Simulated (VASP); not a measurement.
# Mo: relaxation of the atoms with PBEsol

System: Mo, a slab with vacuum.

```
Mo
1.0
     3.13500    0.00000    0.00000
     0.00000    3.13500    0.00000
     0.00000    0.00000   15.13500
Mo
3
Direct
  0.00000 0.00000 0.39643
  0.50000 0.50000 0.50000
  0.00000 0.00000 0.60357
```

| Item | Value |
| --- | --- |
| Program | VASP 6.6.1 |
| Task | relaxation of the atoms |
| Functional | PBEsol |
| Potentials or basis | VASP PAW PBE potentials, release 64 (Mo_sv) |
| Cutoff | 520 eV |
| k mesh | 16 × 16 × 1 |
| Occupations | methfessel-paxton, width 0.1 eV |
| Spin | no spin polarisation |
| Dipole correction | no |
| Further INCAR settings | ALGO = Fast; EDIFF = 1e-07; IBRION = 2; EDIFFG = -0.02; NSW = 60 |

```json
{"Energy gained by relaxing": "64.6 meV/atom", "Ionic steps": "4", "Largest force after relaxing": "0.017 eV/Å", "Band gap on the k mesh": "zero (bands 21 and 22 overlap by 1.42 eV)"}
```

Forces on the atoms (eV/Å):
```
Mo   0.000  0.000  0.017
Mo   0.000  0.000  0.000
Mo   0.000  0.000 -0.017
```

The path:
```csv
step,energy change (eV),largest force (eV/Å),pressure (GPa)
1,0.0000,1.5085,-8.09
2,-0.1540,0.6149,-5.80
3,-0.1912,0.1456,-3.97
4,-0.1939,0.0170,-3.38
```

Final structure:
```xyz
3
Lattice="3.1350 0.0000 0.0000 0.0000 3.1350 0.0000 0.0000 0.0000 15.1350" Properties=species:S:1:pos:R:3 pbc="T T T"
Mo    3.1350    0.0000    6.1414
Mo    1.5675    1.5675    7.5675
Mo    0.0000    0.0000    8.9936
```

Levels at points of the mesh, in eV from the Fermi level:
| k point | band 18 | band 19 | band 20 | band 21 | band 22 | band 23 | band 24 | band 25 |
| --- | --- | --- | --- | --- | --- | --- | --- | --- |
| (0.00, 0.00, 0.00) | -1.25 | -0.99 | -0.99 | -0.21 | -0.21 | -0.16 | -0.06 | 0.99 |
| (0.50, 0.00, 0.00) | -2.07 | -1.46 | -0.92 | -0.09 | 0.78 | 1.26 | 1.73 | 2.11 |
| (0.50, 0.50, 0.00) | -2.09 | -2.09 | 0.99 | 0.99 | 1.05 | 1.78 | 1.99 | 2.30 |

Wall time 11 min on 1 thread of Oxide Virtual Turin-like Processor (shared host), peak memory 0.3 GiB.

Caveat: there is no dipole correction, which matters where the two faces differ; the PAW data sets were made with another functional, which shifts forces and pressure a little.
